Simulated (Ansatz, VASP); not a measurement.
## CaF in VASP and in Ansatz

File INCAR:

```
PREC = Accurate ; ENCUT = 520
EDIFF = 1E-7 ; ISMEAR = 0
SIGMA = 0.1 ; LREAL = False
LASPH = True ; NELM = 80
ALGO = Normal ; ISIF = 2
LWAVE = False ; LCHARG = False
GGA = PS ; NBANDS = 25
```

File KPOINTS:

```
Automatic mesh
0
Gamma
  15 15 6
```

The input POSCAR:

```
CaF
1.0
    3.4230802171      0.0000000000      0.0000000000
   -1.7115401085      2.9644744272      0.0000000000
    0.0000000000      0.0000000000      8.1065776484
Ca F
2 2
Direct
    0.3333333300      0.6666666700      0.3405120000
    0.6666666700      0.3333333300      0.8405120000
    0.3333333300      0.6666666700      0.0344880000
    0.6666666700      0.3333333300      0.5344880000
```

Input for Ansatz:

```yaml
crystal:
  lattice:
    - [3.4230802171, 0.0, 0.0]
    - [-1.7115401085, 2.9644744272, 0.0]
    - [0.0, 0.0, 8.1065776484]
  atoms:
    - { symbol: Ca, position: [0.33333333, 0.66666667, 0.340512] }
    - { symbol: Ca, position: [0.66666667, 0.33333333, 0.840512] }
    - { symbol: F, position: [0.33333333, 0.66666667, 0.034488] }
    - { symbol: F, position: [0.66666667, 0.33333333, 0.534488] }
basis:
  ecutwfc: 420
kpoints:
  mp_grid: { grid: [15, 15, 6] }
hamiltonian:
  xc: pbesol
scf:
  occupations: { method: gaussian, width: 0.1 }
output:
  forces: true
  stress: true
  eigenvalues: true
  populations: true
```

Alike in both runs: task single point; functional PBEsol; k mesh 15 × 15 × 6; occupations gaussian, width 0.1 eV; no spin polarisation.

|  | VASP | Ansatz |
| --- | --- | --- |
| version | VASP 6.6.1 | Ansatz 0.2.0 |
| potentials or method | VASP PAW PBE potentials, release 64 (Ca_sv, F), cutoff 520 eV | scalar-relativistic, plane waves, PAW |
| valence electrons in the cell | 34 | 34 |

VASP gave:

```
gap on the k mesh at the Fermi level (eV)                     : none
pressure (GPa)                                                : -1.2
traceless stress, the component that is largest in VASP (GPa) : -10.96
rms of the force components (eV/Å)                            : 0.134
```

Which values does Ansatz return?

gap on the k mesh at the Fermi level (eV): none; pressure (GPa): -1.2; traceless stress, the component that is largest in VASP (GPa): -11.01; rms of the force components (eV/Å): 0.141.

VASP's potentials were made for PBE, not for PBEsol. Atom by atom the forces differ by 0.007 eV/Å (rms over components). A gap of «none» marks a metal or a gap that the smearing closes.
